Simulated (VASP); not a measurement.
# InSb (lda) (I-4m2) in VASP: relaxation of the atoms with LDA

Aim: the relaxation of the atoms of InSb (lda) with LDA.

Program: VASP 6.6.1. These are calculated values, not measurements. Logs are shortened: lines on timing, memory, paths and dates and some standing lists are left out, and cuts for length are marked.

### 1 The cell of the first run

It takes space group I-4m2 (No. 119, tetragonal). The conventional cell has a = 4.319 Å, b = 4.319 Å, c = 6.753 Å, α = 90.00°, β = 90.00°, γ = 90.00°. In (site symmetry -4m2) has 4 Sb at 2.74 Å within 3.6 Å. Sb (site symmetry -4m2) has 4 In at 2.74 Å within 3.6 Å.

### 2 Relaxation of the atoms, LDA (strained cell)

Contents of INCAR:

```
PREC = Accurate
ENCUT = 450
EDIFF = 1E-7
ISMEAR = 0
SIGMA = 0.1
LREAL = F
LASPH = T
NELM = 120
ALGO = Normal
ISIF = 2
LWAVE = F
LCHARG = F
GGA = CA
IBRION = 2
NSW = 60
EDIFFG = -0.002
GGA_COMPAT = F
NELMIN = 4
```

Contents of KPOINTS:

```
regular mesh
0
Gamma
  10 10 10
```

Contents of POSCAR:

```
InSb
1.0
    0.0000000000      3.0542048732      3.3765845263
    3.0542048732      0.0000000000      3.3765845263
    3.0542048732      3.0542048732      0.0000000000
In Sb
1 1
Direct
    0.0000000000      0.0000000000      0.0000000000
    0.2500000000      0.2500000000      0.2500000000
```

Potentials or basis: VASP PAW LDA potentials, release 64 (In_d, Sb).

On the command line:

```bash
cat potpaw_LDA.64/In_d/POTCAR potpaw_LDA.64/Sb/POTCAR > POTCAR
mpirun -np 1 vasp_std > vasp.out
```

OUTCAR:

```text
PREC = Accurate
   ENCUT = 450
   EDIFF = 1E-7
   ISMEAR = 0
   LREAL = F
   LASPH = T
   NELM = 120
   ISIF = 2
   GGA = CA
   IBRION = 2
   NSW = 60
   EDIFFG = -0.002
   NELMIN = 4

 ion  position               nearest neighbor table
   1  0.000  0.000  0.000-   2 2.74   2 2.74   2 2.74   2 2.74
   2  0.250  0.250  0.250-   1 2.74   1 2.74   1 2.74   1 2.74

  LATTYP: Found a body centered tetragonal cell.
 ALAT       =     4.3192979539
 C/A-ratio  =     1.5634876604

  Lattice vectors:

 A1 = (  -3.0542048732,   0.0000000000,   3.3765845263)
 A2 = (   3.0542048732,   0.0000000000,   3.3765845263)
 A3 = (   0.0000000000,   3.0542048732,  -3.3765845263)

Analysis of symmetry for initial positions (statically):
=====================================================================
 Subroutine PRICEL returns:
 Original cell was already a primitive cell.

 Routine SETGRP: Setting up the symmetry group for a
 body centered tetragonal supercell.

 Subroutine GETGRP returns: Found  8 space group operations
 (whereof  8 operations were pure point group operations)
 out of a pool of 16 trial point group operations.

The static configuration has the point symmetry D_2d.

Analysis of symmetry for dynamics (positions and initial velocities):
=====================================================================
 Subroutine PRICEL returns:
 Original cell was already a primitive cell.

 Routine SETGRP: Setting up the symmetry group for a
 body centered tetragonal supercell.

 Subroutine GETGRP returns: Found  8 space group operations
 (whereof  8 operations were pure point group operations)
 out of a pool of 16 trial point group operations.

The dynamic configuration has the point symmetry D_2d.

 Subroutine INISYM returns: Found  8 space group operations
 (whereof  8 operations are pure point group operations),
 and found     1 'primitive' translations

----------------------------------------------------------------------------------------

                                     Primitive cell

  volume of cell :      62.9947

  direct lattice vectors                    reciprocal lattice vectors
     0.000000000  3.054204873  3.376584526    -0.163708730  0.163708730  0.148078627
     3.054204873  0.000000000  3.376584526     0.163708730 -0.163708730  0.148078627
     3.054204873  3.054204873  0.000000000     0.163708730  0.163708730 -0.148078627

  length of vectors
     4.552965020  4.552965020  4.319297954     0.274824264  0.274824264  0.274824264

  position of ions in fractional coordinates (direct lattice)
     0.000000000  0.000000000  0.000000000
     0.250000000  0.250000000  0.250000000

  ion indices of the primitive-cell ions
   primitive index   ion index
                 1           1
                 2           2

----------------------------------------------------------------------------------------

 KPOINTS: regular mesh

Automatic generation of k-mesh.
 Grid dimensions read from file:
 generate k-points for:   10   10   10

 Generating k-lattice:

  Cartesian coordinates                     Fractional coordinates (reciprocal lattice)
    -0.016370873  0.016370873  0.014807863     0.100000000  0.000000000  0.000000000
     0.016370873 -0.016370873  0.014807863     0.000000000  0.100000000  0.000000000
     0.016370873  0.016370873 -0.014807863     0.000000000  0.000000000  0.100000000

  Length of vectors
     0.027482426  0.027482426  0.027482426

  Shift w.r.t. Gamma in fractional coordinates (k-lattice)
     0.000000000  0.000000000  0.000000000

 Subroutine IBZKPT returns following result:
 ===========================================

 Found    102 irreducible k-points:

 Following reciprocal coordinates:
            Coordinates               Weight
  0.000000  0.000000  0.000000      1.000000
  0.100000 -0.000000  0.000000      8.000000
  0.200000 -0.000000  0.000000      8.000000
  0.300000  0.000000  0.000000      8.000000
  0.400000 -0.000000  0.000000      8.000000
  0.500000 -0.000000  0.000000      4.000000
[... 16 lines left out ...]
  0.300000  0.300000  0.000000      2.000000
  0.400000  0.300000  0.000000      8.000000
 [... further k-points ...]
   k-points           NKPTS =    102   k-points in BZ     NKDIM =    102   number of bands    NBANDS=     13
   number of dos      NEDOS =    301   number of ions     NIONS =      2
   total plane-waves  NPLWV =  30720
   dimension x,y,z NGX =    32 NGY =   32 NGZ =   30
   dimension x,y,z NGXF=    64 NGYF=   64 NGZF=   60
   ions per type =               1   1
   NGX,Y,Z   is equivalent  to a cutoff of  11.68, 11.68, 11.55 a.u.
   NGXF,Y,Z  is equivalent  to a cutoff of  23.37, 23.37, 23.09 a.u.
 SYSTEM =  unknown system
   PREC   = accura    normal or accurate (medium, high low for compatibility)
   ISTART =      0    job   : 0-new  1-cont  2-samecut
   ICHARG =      2    charge: 1-file 2-atom 10-const
   ISPIN  =      1    spin polarized calculation?
   LNONCOLLINEAR =      F non collinear calculations
   LSORBIT =      F    spin-orbit coupling
   LASPH  =      T    aspherical Exc in radial PAW
   ENCUT  =  450.0 eV  33.07 Ry    5.75 a.u.   7.88  7.88  7.47*2*pi/ulx,y,z
   NELM   =    120;   NELMIN=  4; NELMDL= -5     # of ELM steps
   EDIFF  = 0.1E-06   stopping-criterion for ELM
   LREAL  =      F    real-space projection
   EDIFFG = -.2E-02   stopping-criterion for IOM
   NSW    =     60    number of steps for IOM
   IBRION =      2    ionic relax: 0-MD 1-quasi-New 2-CG
   NFREE  =      1    steps in history (QN), initial steepest desc. (CG)
   ISIF   =      2    stress and relaxation
   ISYM   =      2    0-nonsym 1-usesym 2-fastsym
   POTIM  = 0.5000    time-step for ionic-motion
   TEBEG  =    0.0;   TEEND  =   0.0 temperature during run
   PSTRESS=    0.0 pullay stress
   NELECT =      18.0000    total number of electrons
   NUPDOWN=      -1.0000    fix difference up-down
   EMIN   =  10.00;   EMAX   =-10.00  energy-range for DOS
   EFERMI =   0.00;   METHOD = LEGACY
   ISMEAR =     0;   SIGMA  =   0.10  broadening in eV -4-tet -1-fermi 0-gaus
   EFERMI_NEDOS =   21; number of points for ismear=-14 and -15
   IALGO  =     38    algorithm
   IMIX   =      4    mixing-type and parameters
     AMIX     =   0.40;   BMIX     =  1.00
     AMIX_MAG =   1.60;   BMIX_MAG =  1.00
  volume/ion in A,a.u.               =      31.50       212.55
  Fermi-wavevector in a.u.,A,eV,Ry     =   1.078279  2.037651 15.819288  1.162685
  Thomas-Fermi vector in A             =   2.214213
   LORBIT       =      0    0 simple, 1 ext, 2 COOP (PROOUT), +10 PAW based schemes
   GGA     = CA    functional components
   LHFCALC =     F    Hartree Fock is set to
   AEXX    =    0.0000 exact exchange contribution
   IVDW    =     0    specifies the selected vdW correction
   LEPSILON=     F    determine dielectric tensor
   LRPA    =     F    only Hartree local field effects (RPA)
 conjugate gradient relaxation of ions
 non-spin polarized calculation
 Gauss-broadening in eV      SIGMA  =   0.10
  energy-cutoff  :      450.00
  volume of cell :       62.99
 maximum number of plane-waves:      1412
   NGX = 15   NGY = 15   NGZ = 15

 number of electron      17.9999995 magnetization

 Free energy of the ion-electron system (eV)
  ---------------------------------------------------
  ext. energy  EPLUGINS =         0.00000000
  ---------------------------------------------------
  free energy    TOTEN  =        -8.12836361 eV

  energy without entropy =       -8.12817454  energy(sigma->0) =       -8.12826908

 E-fermi :   5.9610     XC(G=0):  -9.3229

 val. band max:        5.9419611329   @ k =   0.0000   0.0000   0.0000
 cond. band min:       6.1610826602   @ k =   0.5000  -0.0000   0.0000
 fundamental gap:      0.2191215273
 Fermi energy:         5.9609757054

 k-point     1 :       0.0000    0.0000    0.0000
  band No.  band energies     occupation
      1      -9.0182      2.00000
      2      -8.9988      2.00000
      3      -8.9988      2.00000
      4      -8.8990      2.00000
      5      -8.8986      2.00000
      6      -5.5212      2.00000
      7       5.3170      2.00000
      8       5.7515      1.99695
      9       5.9420      1.21200
     10       5.9420      1.21200
     11       8.6132      0.00000
     12       8.6132      0.00000
     13       8.8428      0.00000

 k-point     2 :       0.1000   -0.0000    0.0000
  band No.  band energies     occupation
      1      -9.0185      2.00000
      2      -9.0023      2.00000
      3      -8.9962      2.00000
      4      -8.8994      2.00000
      5      -8.8984      2.00000
      6      -5.4191      2.00000
      7       4.2069      2.00000
      8       5.3718      2.00000
      9       5.8026      1.97490
     10       6.7123      0.00000
     11       8.6779      0.00000
     12       8.8370      0.00000
     13       9.1959      0.00000

 k-point     3 :       0.2000   -0.0000    0.0000
  band No.  band energies     occupation
      1      -9.0301      2.00000
      2      -9.0007      2.00000
      3      -8.9895      2.00000
      4      -8.9012      2.00000
      5      -8.8965      2.00000
      6      -5.1234      2.00000
      7       2.6637      2.00000
      8       4.9728      2.00000
      9       5.5127      2.00000
     10       6.7222      0.00000
     11       9.1329      0.00000
     12       9.3128      0.00000
     13      10.0893      0.00000

 k-point     4 :       0.3000    0.0000    0.0000
  band No.  band energies     occupation
      1      -9.0501      2.00000
      2      -8.9937      2.00000
      3      -8.9819      2.00000
      4      -8.9027      2.00000
      5      -8.8931      2.00000
      6      -4.6750      2.00000
      7       1.2437      2.00000
      8       4.5916      2.00000
      9       5.2396      2.00000
     10       6.4450      0.00000
     11       9.3921      0.00000
     12       9.6885      0.00000
     13      11.3260      0.00000

 k-point     5 :       0.4000   -0.0000    0.0000
  band No.  band energies     occupation
      1      -9.0665      2.00000
      2      -8.9884      2.00000
      3      -8.9765      2.00000
      4      -8.9033      2.00000
      5      -8.8893      2.00000
      6      -4.1892      2.00000
      7       0.1509      2.00000
      8       4.3332      2.00000
      9       5.0591      2.00000
     10       6.2348      0.00011
     11       9.4239      0.00000
     12       9.8069      0.00000
     13      11.8056      0.00000
[... 257 lines left out ...]
 k-point    22 :      -0.2000    0.2000    0.0000
  band No.  band energies     occupation
      1      -9.0589      2.00000
      2      -8.9871      2.00000
      3      -8.9792      2.00000
      4      -8.9068      2.00000
      5      -8.8922      2.00000
      6      -4.4805      2.00000
      7       1.2541      2.00000
      8       3.0026      2.00000
      9       5.3431      2.00000
     10       7.9881      0.00000
     11       9.2829      0.00000
     12       9.7266      0.00000
     13      10.3937      0.00000

 k-point    23 :       0.3000    0.3000    0.0000
  band No.  band energies     occupation
      1      -9.0785      2.00000
      2      -8.9640      2.00000
      3      -8.9640      2.00000
      4      -8.9065      2.00000
      5      -8.8948      2.00000
      6      -4.4946      2.00000
      7       0.8758      2.00000
      8       4.1493      2.00000
      9       4.1493      2.00000
     10       7.4739      0.00000
     11       8.1299      0.00000
     12      11.9017      0.00000
     13      11.9097      0.00000

 k-point    24 :       0.4000    0.3000    0.0000
  band No.  band energies     occupation
      1      -9.0875      2.00000
      2      -8.9602      2.00000
      3      -8.9573      2.00000
      4      -8.9075      2.00000
      5      -8.8949      2.00000
      6      -4.1209      2.00000
      7       0.2031      2.00000
      8       3.5602      2.00000
      9       3.9744      2.00000
     10       7.5996      0.00000
     11       8.3151      0.00000
     12      11.5882      0.00000
     13      12.3938      0.00000

 [... further k-points ...]
[... 5 lines left out ...]
  --------------------------------------------------------------------------------------
  -------------------------------------------------------------------------------------
  Total        1.7870342      1.7870342      0.4091594      0.0000000     -0.0000000      0.0000000
  in kB       45.4505860     45.4505860     10.4063682      0.0000000     -0.0000000      0.0000000
  external PRESSURE =      33.7691801 kB  Pullay stress =       0.0000000 kB

 VOLUME and BASIS-vectors are now :
 -----------------------------------------------------------------------------
  energy-cutoff  :      450.00
  volume of cell :       62.99
      direct lattice vectors                 reciprocal lattice vectors
     0.000000000  3.054204873  3.376584526    -0.163708730  0.163708730  0.148078627
     3.054204873  0.000000000  3.376584526     0.163708730 -0.163708730  0.148078627
     3.054204873  3.054204873  0.000000000     0.163708730  0.163708730 -0.148078627

 POSITION                                       TOTAL-FORCE (eV/Angst)
 -----------------------------------------------------------------------------------
      0.00000      0.00000      0.00000         0.000000      0.000000      0.000000
      1.52710      1.52710      1.68829        -0.000000     -0.000000      0.000000
 -----------------------------------------------------------------------------------
    total drift:                               -0.000002     -0.000002      0.000000

  FREE ENERGIE OF THE ION-ELECTRON SYSTEM (eV)
  ---------------------------------------------------
  free  energy   TOTEN  =        -8.1283636147 eV

  energy  without entropy=       -8.1281745390  energy(sigma->0) =       -8.12826908

 reached required accuracy - stopping structural energy minimisation
```

It took 1.8 min on 1 thread of AMD EPYC 7R13, shared host; peak memory 0.18 GiB.

Results:

```yaml
Free_energy: -8.1284 eV
Pressure_after_relaxing: 3.4 GPa
Band_gap_on_the_k_mesh: zero (filled and empty bands touch)
```

Final structure:
```
In Sb
1.0
     0.00000    3.05420    3.37658
     3.05420    0.00000    3.37658
     3.05420    3.05420    0.00000
In Sb
1 1
Direct
  0.00000 0.00000 0.00000
  0.25000 0.25000 0.25000
```

Levels at points of the mesh, in eV from the Fermi level:
| k point | band 5 | band 6 | band 7 | band 8 | band 9 | band 10 | band 11 | band 12 | band 13 |
| --- | --- | --- | --- | --- | --- | --- | --- | --- | --- |
| (0.00, 0.00, 0.00) | -14.86 | -11.48 | -0.64 | -0.21 | -0.02 | -0.02 | 2.65 | 2.65 | 2.88 |
| (0.50, 0.00, 0.00) | -14.85 | -9.91 | -6.26 | -1.72 | -0.96 | 0.20 | 3.45 | 3.85 | 5.76 |
| (0.50, 0.50, 0.00) | -14.85 | -9.44 | -6.85 | -2.35 | -2.35 | 1.30 | 1.52 | 8.20 | 8.22 |
| (0.50, 0.00, 0.50) | -14.84 | -9.09 | -6.35 | -2.95 | -2.88 | 0.72 | 0.73 | 7.69 | 7.93 |

Caveat: the cell differs from its parent crystal (strained cell); the relaxation stopped at its first step, so nothing moved; spin-orbit coupling is left out, which moves the levels of the heavy elements.
